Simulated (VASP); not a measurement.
BAs (zincblende type): electric field gradients with PBE

BAs (zincblende type):

```
CELL_PARAMETERS angstrom
0.00000 2.40466 2.40466
2.40466 0.00000 2.40466
2.40466 2.40466 0.00000
ATOMIC_POSITIONS crystal
B 0.00000 0.00000 0.00000
As 0.25000 0.25000 0.25000
```

```yaml
Program: VASP 6.6.1
Task: electric field gradients
Functional: PBE
Potentials_or_basis: VASP PAW PBE potentials, release 64 (B, As)
Cutoff: 520 eV
k_mesh: 15 × 15 × 15
Occupations: fermi-dirac, width 0.08 eV
Spin: no spin polarisation
Dipole_correction: no
Further_INCAR_settings: ALGO = Normal; EDIFF = 1e-08; NBANDS = 11
```

The pressure is 0.6 GPa and the band gap on the k mesh is 1.20 eV, indirect (least direct gap 3.25 eV).

Levels at points of the mesh, in eV from the valence-band top:
| k point | band 1 | band 2 | band 3 | band 4 | band 5 | band 6 | band 7 | band 8 | band 9 |
| --- | --- | --- | --- | --- | --- | --- | --- | --- | --- |
| (0.00, 0.00, 0.00) | -15.22 | 0.00 | 0.00 | 0.00 | 3.25 | 3.25 | 3.25 | 4.43 | 9.49 |

Run time: 74 s on 1 thread of Intel(R) Xeon(R) Platinum 8488C (Sapphire Rapids) (shared host), peak memory 0.18 GiB.

Caveat: without QUAD_EFG the Cq values of the log hold for a quadrupole moment of 1 mb, not for the nuclei. A k mesh can miss the band edges.
